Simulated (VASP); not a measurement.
Crystal: Mo.

```
Mo
1.0
     2.73551    0.00000    0.00000
    -1.36776    2.36902    0.00000
     0.00000    0.00000    2.55518
Mo
1
Direct
  0.00000 0.00000 0.50000
```

Base run:

- Program: VASP 6.6.1
- Functional: LDA
- Potentials or basis: VASP PAW LDA potentials, release 64 (Mo_sv)
- Cutoff: 500 eV
- k mesh: 12 × 12 × 11
- Occupations: fermi-dirac, width 0.15 eV
- Spin: no spin polarisation

Its results: band gap on the k mesh zero (band 7 reaches 12.38 eV, above the bottom of band 8 at 10.52 eV); pressure -7.4 GPa.

After a change of settings the same cell gave: band gap on the k mesh zero (band 7 reaches 12.39 eV, above the bottom of band 8 at 10.47 eV); pressure -4.8 GPa. Which change was it?
A. k mesh from 12 × 12 × 11 to 6 × 6 × 5
B. k mesh from 12 × 12 × 11 to 4 × 4 × 4
C. k mesh from 12 × 12 × 11 to 9 × 9 × 9
D. k mesh from 12 × 12 × 11 to 7 × 7 × 7

A.

Caveats: some runs use coarse meshes.
